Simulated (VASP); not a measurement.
Zn2CdSeS2, 12 atoms in the cell. The typed cell holds 12 atoms: a = 6.505 Å, b = 6.767 Å, c = 7.178 Å, α = 118.77°, β = 90.39°, γ = 88.97°. 

```yaml
Program: VASP 6.6.1
Task: relaxation of cell and atoms
Functional: PBE
Potentials_or_basis: VASP PAW PBE potentials, release 64 (Zn, Cd, Se, S)
Cutoff: 600 eV
k_mesh: 2 × 2 × 2
Occupations: gaussian, width 0.1 eV
Spin: no spin polarisation
Dipole_correction: no
Further_INCAR_settings: ALGO = Normal; EDIFF = 1e-07; IBRION = 2; EDIFFG = -0.025; NSW = 80; ISIF = 3
```

Potentials or basis: VASP PAW PBE potentials, release 64 (Zn, Cd, Se, S).

Command:

```bash
$ cat potpaw_PBE.64/Zn/POTCAR potpaw_PBE.64/Cd/POTCAR potpaw_PBE.64/Se/POTCAR potpaw_PBE.64/S/POTCAR > POTCAR
$ mpirun -np 1 vasp_std > vasp.out
```

Hardware: 1 thread of Intel(R) Xeon(R) 6975P-C (Granite Rapids) (shared host).

How long does it take, and how much memory?

Run time: 33 min on 1 thread of Intel(R) Xeon(R) 6975P-C (Granite Rapids) (shared host), peak memory 0.56 GiB. Counts: scf iterations 191, k points 8, ion steps 18.
